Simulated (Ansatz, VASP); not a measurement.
**One calculation of SnSe, two programs**

File INCAR:

```
PREC = Accurate ; ENCUT = 520
EDIFF = 1E-7 ; ISMEAR = 0
SIGMA = 0.05 ; LREAL = False
LASPH = True ; NELM = 60
ALGO = Normal ; ISIF = 2
LWAVE = False ; LCHARG = False
GGA = PE ; IVDW = 12
NBANDS = 28
```

Contents of KPOINTS:

```
Automatic mesh
0
Gamma
  8 8 8
```

POSCAR

```
SnSe
1.0
    2.1550000000     -5.8525000000      0.0000000000
    2.1550000000      5.8525000000      0.0000000000
    0.0000000000      0.0000000000      4.3180000000
Sn Se
2 2
Direct
    0.8800000000      0.1200000000      0.2500000000
    0.1200000000      0.8800000000      0.7500000000
    0.6440000000      0.3560000000      0.2500000000
    0.3560000000      0.6440000000      0.7500000000
```

Input for Ansatz:

```yaml
crystal:
  lattice:
    - [2.155, -5.8525, 0.0]
    - [2.155, 5.8525, 0.0]
    - [0.0, 0.0, 4.318]
  atoms:
    - { symbol: Sn, position: [0.88, 0.12, 0.25] }
    - { symbol: Sn, position: [0.12, 0.88, 0.75] }
    - { symbol: Se, position: [0.644, 0.356, 0.25] }
    - { symbol: Se, position: [0.356, 0.644, 0.75] }
basis:
  ecutwfc: 420
kpoints:
  mp_grid: { grid: [8, 8, 8] }
hamiltonian:
  xc: pbe
  dispersion: d3bj
scf:
  occupations: { method: gaussian, width: 0.05 }
output:
  forces: true
  stress: true
  eigenvalues: true
```

Alike in both runs: task single point; functional PBE; dispersion D3(BJ); k mesh 8 × 8 × 8; occupations gaussian, width 0.05 eV; no spin polarisation.

|  | VASP | Ansatz |
| --- | --- | --- |
| version | VASP 6.6.1 | Ansatz 0.2.0 |
| potentials or method | VASP PAW PBE potentials, release 64 (Sn_d, Se), cutoff 520 eV | scalar-relativistic, plane waves, PAW |
| valence electrons in the cell | 40 | 60 |

|  | VASP | Ansatz | Ansatz less VASP |
| --- | --- | --- | --- |
| gap on the k mesh at the Fermi level (eV) | 0.42 | 0.43 | +0.009 |
| least direct gap on the mesh (eV) | 0.75 | 0.75 | +0.003 |
| pressure (GPa) | -2.6 | -2.6 | -0.02 |
| traceless stress, the component that is largest in VASP (GPa) | 0.67 | 0.65 | -0.020 |
| rms of the force components (eV/Å) | 0.107 | 0.112 | +0.0053 |

Atom by atom the forces differ by 0.006 eV/Å (rms over components). VASP's potentials hold 40 valence electrons a cell and Ansatz's 60, so a difference there can come from the potentials and not from the codes.
